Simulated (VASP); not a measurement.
# Al9H in VASP: a series of runs

Runs on Al9H. Level: PBE. Tasks: single point.

Program: VASP 6.6.1. These are calculated values, not measurements. Logs are shortened: lines on timing, memory, paths and dates and some standing lists are left out, and cuts for length are marked.

**1. The cell of the first run**

The cell holds a slab with vacuum, 20 atoms: a = 5.707 Å, b = 9.806 Å, c = 22.790 Å, α = 90.00°, β = 90.00°, γ = 98.37°.

**2. Single point, PBE**

Input file INCAR:

```
SYSTEM = Al9H
ALGO     = Normal         ! electronic algorithm
DIPOL    = 0.5 0.5 0.297
EDIFF    = 1E-7           ! SCF threshold, eV
ENCUT    = 520            ! plane-wave cutoff, eV
GGA      = PE             ! functional
IDIPOL   = 3            
ISIF     = 2              ! what is computed and relaxed
ISMEAR   = 0              ! smearing method
LASPH    = .TRUE.         ! aspherical terms in the spheres
LCHARG   = .TRUE.         ! write CHGCAR
LDIPOL   = .TRUE.       
LELF     = .TRUE.         ! ELF
LREAL    = Auto         
LVACPOTAV= .TRUE.       
LVHAR    = .TRUE.       
LWAVE    = .FALSE.        ! write WAVECAR
NBANDS   = 44             ! bands
NELM     = 60             ! most SCF steps
PREC     = Accurate       ! precision mode
SIGMA    = 0.1            ! smearing width, eV
```

Input file KPOINTS:

```
k-points
0
G
  5 3 1
  0 0 0
```

Input file POSCAR:

```
Al9H
1.0
    5.7070863109      0.0000000000      0.0000000000
   -1.4267715777      9.7014842373      0.0000000000
    0.0000000000      0.0000000000     22.7903703632
Al H
18 2
Direct
    0.2662216041      0.0648864163      0.1755127247
    0.7662216041      0.0648864163      0.1755127247
    0.3354806058      0.3419224231      0.2192029853
    0.8354806058      0.3419224231      0.2192029853
    0.1493324061      0.5973296244      0.2279410374
    0.6493324061      0.5973296244      0.2279410374
    0.4631842064      0.8527368258      0.2366790895
    0.9631842064      0.8527368258      0.2366790895
    0.0319772084      0.1277109167      0.2808262503
    0.5319772084      0.1277109167      0.2808262503
    0.0997917590      0.4042231279      0.3301071124
    0.5997917590      0.4042231279      0.3301071124
    0.4144000530      0.6596656505      0.3369822082
    0.9144000530      0.6596656505      0.3369822082
    0.2263076920      0.9110819249      0.3449259127
    0.7263076920      0.9110819249      0.3449259127
    0.2962427236      0.1814071990      0.3857054635
    0.7962427236      0.1814071990      0.3857054635
    0.4193609451      0.9110819249      0.4335326809
    0.5332544390      0.9110819249      0.4335326809
```

Potentials or basis: VASP PAW PBE potentials, release 64 (Al, H).

Command:

```bash
> cat potpaw_PBE.64/Al/POTCAR potpaw_PBE.64/H/POTCAR > POTCAR
> mpirun -np 1 vasp_std > vasp.out
```

OUTCAR:

```text
SYSTEM = Al9H
   EDIFF = 1E-7
   ENCUT = 520
   GGA = PE
   ISIF = 2
   ISMEAR = 0
   LASPH = .TRUE.
   LREAL = Auto
   NELM = 60
   PREC = Accurate

 ion  position               nearest neighbor table
   1  0.266  0.065  0.176-   2 2.85   2 2.85   9 2.86  10 2.86   7 2.87   8 2.87   3 2.87
   2  0.766  0.065  0.176-   1 2.85   1 2.85  10 2.86   9 2.86   8 2.87   7 2.87   4 2.87
   3  0.335  0.342  0.219-   4 2.85   4 2.85   6 2.87   5 2.87   1 2.87   9 2.89  10 2.89  12 2.96
                            11 2.97
   4  0.835  0.342  0.219-   3 2.85   3 2.85   5 2.87   6 2.87   2 2.87  10 2.89   9 2.89  11 2.96
                            12 2.97
   5  0.149  0.597  0.228-   6 2.85   6 2.85   4 2.87   3 2.87   7 2.87   8 2.87  13 2.93  14 2.93
                            11 2.99
   6  0.649  0.597  0.228-   5 2.85   5 2.85   3 2.87   4 2.87   8 2.87   7 2.87  14 2.93  13 2.93
                            12 2.99
   7  0.463  0.853  0.237-  10 2.85   8 2.85   8 2.85   1 2.87   5 2.87   2 2.87   6 2.87  16 2.90
                            15 2.91  13 2.96
   8  0.963  0.853  0.237-   9 2.85   7 2.85   7 2.85   2 2.87   6 2.87   1 2.87   5 2.87  15 2.90
                            16 2.91  14 2.96
   9  0.032  0.128  0.281-  18 2.83  17 2.83   8 2.85  10 2.85  10 2.85   1 2.86   2 2.86   3 2.89
                             4 2.89  11 2.91  15 2.93  16 2.93
  10  0.532  0.128  0.281-  17 2.83  18 2.83   7 2.85   9 2.85   9 2.85   2 2.86   1 2.86   4 2.89
                             3 2.89  12 2.91  16 2.93  15 2.93
  11  0.100  0.404  0.330-  12 2.85  12 2.85  14 2.86  13 2.87  18 2.88  17 2.89   9 2.91   4 2.96
                             3 2.97   5 2.99
  12  0.600  0.404  0.330-  11 2.85  11 2.85  13 2.86  14 2.87  17 2.88  18 2.89  10 2.91   3 2.96
                             4 2.97   6 2.99
  13  0.414  0.660  0.337-  16 2.83  15 2.83  14 2.85  14 2.85  12 2.86  11 2.87   5 2.93   6 2.93
                             7 2.96
  14  0.914  0.660  0.337-  15 2.83  16 2.83  13 2.85  13 2.85  11 2.86  12 2.87   6 2.93   5 2.93
                             8 2.96
  15  0.226  0.911  0.345-  17 2.78  14 2.83  13 2.83  16 2.85  16 2.85   8 2.90   7 2.91   9 2.93
                            10 2.93
  16  0.726  0.911  0.345-  18 2.78  13 2.83  14 2.83  15 2.85  15 2.85   7 2.90   8 2.91  10 2.93
                             9 2.93
  17  0.296  0.181  0.386-  15 2.78  10 2.83   9 2.83  18 2.85  18 2.85  12 2.88  11 2.89
  18  0.796  0.181  0.386-  16 2.78   9 2.83  10 2.83  17 2.85  17 2.85  11 2.88  12 2.89
  19  0.419  0.911  0.434-  20 0.65
  20  0.533  0.911  0.434-  19 0.65

  LATTYP: Found a simple monoclinic cell.
 ALAT       =     5.7070863109
 B/A-ratio  =     3.9933460126
 C/A-ratio  =     1.7181865164
 COS(beta)  =    -0.1455022476

  Lattice vectors:

 A1 = (   5.7070863109,   0.0000000000,   0.0000000000)
 A2 = (   0.0000000000,   0.0000000000, -22.7903703632)
 A3 = (  -1.4267715777,   9.7014842373,   0.0000000000)

Analysis of symmetry for initial positions (statically):
=====================================================================
 Subroutine PRICEL returns:
 Original cell was already a primitive cell.

 Routine SETGRP: Setting up the symmetry group for a
 simple monoclinic supercell.

 Subroutine GETGRP returns: Found  1 space group operations
 (whereof  1 operations were pure point group operations)
 out of a pool of  4 trial point group operations.

The static configuration has the point symmetry C_1 .

Analysis of symmetry for dynamics (positions and initial velocities):
=====================================================================
 Subroutine PRICEL returns:
 Original cell was already a primitive cell.

 Routine SETGRP: Setting up the symmetry group for a
 simple monoclinic supercell.

 Subroutine GETGRP returns: Found  1 space group operations
 (whereof  1 operations were pure point group operations)
 out of a pool of  4 trial point group operations.

The dynamic configuration has the point symmetry C_1 .

 Subroutine INISYM returns: Found  1 space group operations
 (whereof  1 operations are pure point group operations),
 and found     1 'primitive' translations

----------------------------------------------------------------------------------------

                                     Primitive cell

  volume of cell :    1261.8392

[... 60 lines left out ...]

 Generating k-lattice:

  Cartesian coordinates                     Fractional coordinates (reciprocal lattice)
     0.035044152  0.005153851  0.000000000     0.200000000  0.000000000  0.000000000
     0.000000000  0.034359004  0.000000000     0.000000000  0.333333333  0.000000000
     0.000000000  0.000000000  0.043878181     0.000000000  0.000000000  1.000000000

  Length of vectors
     0.035421106  0.034359004  0.043878181

  Shift w.r.t. Gamma in fractional coordinates (k-lattice)
     0.000000000  0.000000000  0.000000000

 Subroutine IBZKPT returns following result:
 ===========================================

 Found      8 irreducible k-points:

 Following reciprocal coordinates:
            Coordinates               Weight
  0.000000  0.000000  0.000000      1.000000
  0.200000  0.000000  0.000000      2.000000
  0.400000  0.000000  0.000000      2.000000
  0.000000  0.333333  0.000000      2.000000
  0.200000  0.333333  0.000000      2.000000
  0.400000  0.333333  0.000000      2.000000
 -0.400000  0.333333  0.000000      2.000000
 -0.200000  0.333333  0.000000      2.000000
   k-points           NKPTS =      8   k-points in BZ     NKDIM =      8   number of bands    NBANDS=     44
   number of dos      NEDOS =    301   number of ions     NIONS =     20
   total plane-waves  NPLWV = 604800
   dimension x,y,z NGX =    42 NGY =   80 NGZ =  180
   dimension x,y,z NGXF=    84 NGYF=  160 NGZF=  360
   ions per type =              18   2
   NGX,Y,Z   is equivalent  to a cutoff of  12.23, 13.56, 13.13 a.u.
   NGXF,Y,Z  is equivalent  to a cutoff of  24.47, 27.13, 26.26 a.u.
 SYSTEM =  Al9H
   PREC   = accura    normal or accurate (medium, high low for compatibility)
   ISTART =      0    job   : 0-new  1-cont  2-samecut
   ICHARG =      2    charge: 1-file 2-atom 10-const
   ISPIN  =      1    spin polarized calculation?
   LNONCOLLINEAR =      F non collinear calculations
   LSORBIT =      F    spin-orbit coupling
   LASPH  =      T    aspherical Exc in radial PAW
   ENCUT  =  520.0 eV  38.22 Ry    6.18 a.u.  10.61 18.23 42.37*2*pi/ulx,y,z
   NELM   =     60;   NELMIN=  2; NELMDL= -5     # of ELM steps
   EDIFF  = 0.1E-06   stopping-criterion for ELM
   LREAL  =      T    real-space projection
   EDIFFG = 0.1E-05   stopping-criterion for IOM
   NSW    =      0    number of steps for IOM
   IBRION =     -1    ionic relax: 0-MD 1-quasi-New 2-CG
   NFREE  =      0    steps in history (QN), initial steepest desc. (CG)
   ISIF   =      2    stress and relaxation
   ISYM   =      2    0-nonsym 1-usesym 2-fastsym
   POTIM  = 0.5000    time-step for ionic-motion
   TEBEG  =    0.0;   TEEND  =   0.0 temperature during run
   PSTRESS=    0.0 pullay stress
   NELECT =      56.0000    total number of electrons
   NUPDOWN=      -1.0000    fix difference up-down
   EMIN   =  10.00;   EMAX   =-10.00  energy-range for DOS
   EFERMI =   0.00;   METHOD = LEGACY
   ISMEAR =     0;   SIGMA  =   0.10  broadening in eV -4-tet -1-fermi 0-gaus
   EFERMI_NEDOS =   21; number of points for ismear=-14 and -15
   IALGO  =     38    algorithm
   IMIX   =      4    mixing-type and parameters
     AMIX     =   0.40;   BMIX     =  1.00
     AMIX_MAG =   1.60;   BMIX_MAG =  1.00
  volume/ion in A,a.u.               =      63.09       425.77
  Fermi-wavevector in a.u.,A,eV,Ry     =   0.579610  1.095305  4.570853  0.335948
  Thomas-Fermi vector in A             =   1.623387
   LORBIT       =      0    0 simple, 1 ext, 2 COOP (PROOUT), +10 PAW based schemes
   GGA     = PE    functional components
   LHFCALC =     F    Hartree Fock is set to
   AEXX    =    0.0000 exact exchange contribution
   IVDW    =     0    specifies the selected vdW correction
   LEPSILON=     F    determine dielectric tensor
   LRPA    =     F    only Hartree local field effects (RPA)
 non-spin polarized calculation
 Gauss-broadening in eV      SIGMA  =   0.10
  energy-cutoff  :      520.00
  volume of cell :     1261.84
 maximum number of plane-waves:     34010
   NGX = 21   NGY = 37   NGZ = 85

 dipolmoment           0.000000      0.000000      0.072396 electrons x Angstroem

 number of electron      56.0000001 magnetization

 dipolmoment           0.000000      0.000000     -0.042937 electrons x Angstroem

 Free energy of the ion-electron system (eV)
  ---------------------------------------------------
  ext. energy  EPLUGINS =         0.00000000
  ---------------------------------------------------
  free energy    TOTEN  =       -67.19945046 eV

  energy without entropy =      -67.15493773  energy(sigma->0) =      -67.17719410

 E-fermi :  -1.1495     XC(G=0):  -3.3473

 val. band max:       -1.1729439169   @ k =  -0.2000   0.3333   0.0000
 cond. band min:      -1.1394137443   @ k =   0.2000   0.0000   0.0000
 fundamental gap:      0.0335301726
 Fermi energy:        -1.1495205616

 k-point     1 :       0.0000    0.0000    0.0000
  band No.  band energies     occupation
      1     -11.2745      2.00000
      2      -9.9718      2.00000
      3      -9.6755      2.00000
      4      -9.4512      2.00000
      5      -8.6022      2.00000
      6      -7.1201      2.00000
[... 333 lines left out ...]
     39       1.0153      0.00000
     40       1.0835      0.00000
 [bands above 40 left out]

------------------------ aborting loop because EDIFF is reached ----------------------------------------

  FORCE on cell =-STRESS in cart. coord.  units (eV):
  Direction    XX          YY          ZZ          XY          YZ          ZX
  --------------------------------------------------------------------------------------
  -------------------------------------------------------------------------------------
  Total       -7.7582318    -12.0553406      1.8316467     -0.1786135     -0.7275183      0.0200712
  in kB       -9.8507506    -15.3068582      2.3256710     -0.2267884     -0.9237416      0.0254847
  external PRESSURE =      -7.6106460 kB  Pullay stress =       0.0000000 kB

 VOLUME and BASIS-vectors are now :
 -----------------------------------------------------------------------------
  energy-cutoff  :      520.00
  volume of cell :     1261.84
      direct lattice vectors                 reciprocal lattice vectors
     5.707086311  0.000000000  0.000000000     0.175220760  0.025769253  0.000000000
    -1.426771578  9.701484237  0.000000000     0.000000000  0.103077011  0.000000000
     0.000000000  0.000000000 22.790370363     0.000000000  0.000000000  0.043878181

 POSITION                                       TOTAL-FORCE (eV/Angst)
 -----------------------------------------------------------------------------------
      1.42677      0.62949      4.00000        -0.092266      0.162423      0.051622
      4.28031      0.62949      4.00000         0.083384      0.143522      0.064309
      1.42677      3.31715      4.99572        -0.052821      0.062152      0.046350
      4.28031      3.31715      4.99572         0.071233      0.077428      0.029403
      0.00000      5.79498      5.19486         0.001851     -0.058344      0.029015
      2.85354      5.79498      5.19486        -0.010747     -0.084943      0.009810
[... 12 lines left out ...]
      1.09342      8.83885      9.88037        -5.265550     -0.079433      0.499484
      1.74342      8.83885      9.88037         5.277118     -0.055026      0.511445
 -----------------------------------------------------------------------------------
    total drift:                               -0.007707     -0.032140     -0.007163

  FREE ENERGIE OF THE ION-ELECTRON SYSTEM (eV)
  ---------------------------------------------------
  free  energy   TOTEN  =       -67.1994504590 eV

  energy  without entropy=      -67.1549377336  energy(sigma->0) =      -67.17719410

 vacuum level on the upper side and lower side of the slab         2.887         3.027
```

Wall time 38 min (1 thread of Intel Xeon 8259CL, shared host); peak memory 1.2 GiB.

What came out:

- Free energy: -67.1995 eV
- Largest force: 5.302 eV/Å
- Band gap on the k mesh: zero (bands 28 and 29 overlap by 0.74 eV)

Forces in eV/Å, atoms in the order of the input:
```
Al  -0.092  0.162  0.052
Al   0.083  0.144  0.064
Al  -0.053  0.062  0.046
Al   0.071  0.077  0.029
Al   0.002 -0.058  0.029
Al  -0.011 -0.085  0.010
Al  -0.023 -0.136 -0.167
Al   0.025 -0.124 -0.118
Al  -0.017  0.038 -0.003
Al   0.016  0.014  0.041
Al  -0.018 -0.049 -0.017
Al   0.022  0.000 -0.025
Al  -0.038 -0.077 -0.072
Al   0.025  0.004  0.006
Al  -0.409 -0.041 -0.425
Al   0.407  0.025 -0.416
Al  -0.082  0.111 -0.035
Al   0.080  0.068 -0.011
H   -5.266 -0.079  0.499
H    5.277 -0.055  0.511
```

**3. Single point, PBE**

Input file INCAR:

```
SYSTEM = Al9H
PREC = Accurate ; ENCUT = 520
EDIFF = 1E-6 ; ISMEAR = 0
SIGMA = 0.1 ; LREAL = Auto
LASPH = .True. ; NELM = 60
ALGO = Normal ; ISIF = 2
LWAVE = .False. ; LCHARG = .True.
LDIPOL = .True. ; IDIPOL = 3
DIPOL = 0.5 0.5 0.300 ; GGA = PE
LELF = .True. ; LVHAR = .True.
LVACPOTAV = .True. ; NBANDS = 44
```

Input file KPOINTS:

```
regular mesh
0
Gamma
  5 3 1
  0 0 0
```

Changes to POSCAR since step 2:

```diff
@@ -26,3 +26,3 @@
     0.7962427236      0.1814071990      0.3857054635
-    0.4193609451      0.9110819249      0.4335326809
-    0.5332544390      0.9110819249      0.4335326809
+    0.4193609451      0.9110819249      0.4616147169
+    0.5332544390      0.9110819249      0.4616147169
```

Potentials or basis: VASP PAW PBE potentials, release 64 (Al, H).

Command:

```bash
> cat potpaw_PBE.64/Al/POTCAR potpaw_PBE.64/H/POTCAR > POTCAR
> mpirun -np 1 vasp_std > vasp.out
```

Wall time 31 min (1 thread of Intel Xeon 8259CL, shared host); peak memory 1.2 GiB.

The run converged. Its results:

| Property | Result |
| --- | --- |
| Free energy | -67.6349 eV |
| Largest force | 4.929 eV/Å |
| Band gap on the k mesh | zero (bands 28 and 29 overlap by 0.74 eV) |

Forces on the atoms (eV/Å):
```
Al  -0.051  0.159  0.035
Al   0.040  0.152  0.040
Al  -0.018  0.044  0.056
Al   0.032  0.054  0.050
Al   0.007 -0.066  0.030
Al  -0.011 -0.077  0.023
Al  -0.010 -0.121 -0.143
Al   0.014 -0.106 -0.113
Al  -0.004  0.021 -0.003
Al   0.004  0.021 -0.003
Al  -0.002 -0.026 -0.004
Al   0.009 -0.007 -0.012
Al  -0.014 -0.011 -0.018
Al   0.004 -0.002 -0.001
Al  -0.100 -0.015 -0.138
Al   0.095  0.010 -0.136
Al  -0.033  0.045 -0.036
Al   0.035  0.025 -0.024
H   -4.921 -0.052  0.197
H    4.924 -0.047  0.200
```

Levels at points of the mesh, in eV from the Fermi level:
| k point | band 25 | band 26 | band 27 | band 28 | band 29 | band 30 | band 31 | band 32 |
| --- | --- | --- | --- | --- | --- | --- | --- | --- |
| (0.00, 0.00, 0.00) | -1.08 | -1.06 | -0.94 | -0.63 | -0.58 | -0.31 | 0.12 | 0.88 |

(Part 1 of 2 ends here.)

The gap in the log of VASP goes by the Fermi energy; the results here count the filled bands.